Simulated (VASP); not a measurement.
Crystal: PbSe.

```
CELL_PARAMETERS angstrom
3.70707 0.00000 0.00000
0.00000 3.70707 0.00000
0.00000 0.00000 3.70707
ATOMIC_POSITIONS crystal
Pb 0.00000 0.00000 0.00000
Se 0.50000 0.50000 0.50000
```

Base run:

| Item | Value |
| --- | --- |
| Program | VASP 6.6.1 |
| Functional | PBEsol |
| Potentials or basis | VASP PAW PBE potentials, release 64 (Pb_d, Se) |
| Cutoff | 520 eV |
| k mesh | 7 × 7 × 7 |
| Occupations | fermi-dirac, width 0.05 eV |
| Spin | no spin polarisation |

Its results: band gap on the k mesh zero (band 10 reaches 5.88 eV, above the bottom of band 11 at 5.52 eV); pressure -0.2 GPa.

Q: The run is repeated on the same cell with these changes: functional from PBEsol to LDA; potentials or basis from VASP PAW PBE potentials, release 64 (Pb_d, Se) to VASP PAW LDA potentials, release 64 (Pb_d, Se). What comes out?

A: Band gap on the k mesh zero (band 10 reaches 5.90 eV, above the bottom of band 11 at 5.52 eV); pressure -1.8 GPa.

Caveats: spin-orbit coupling is left out, which moves the levels of the heavy elements; the PAW data sets were made with another functional, which shifts forces and pressure a little (some runs).
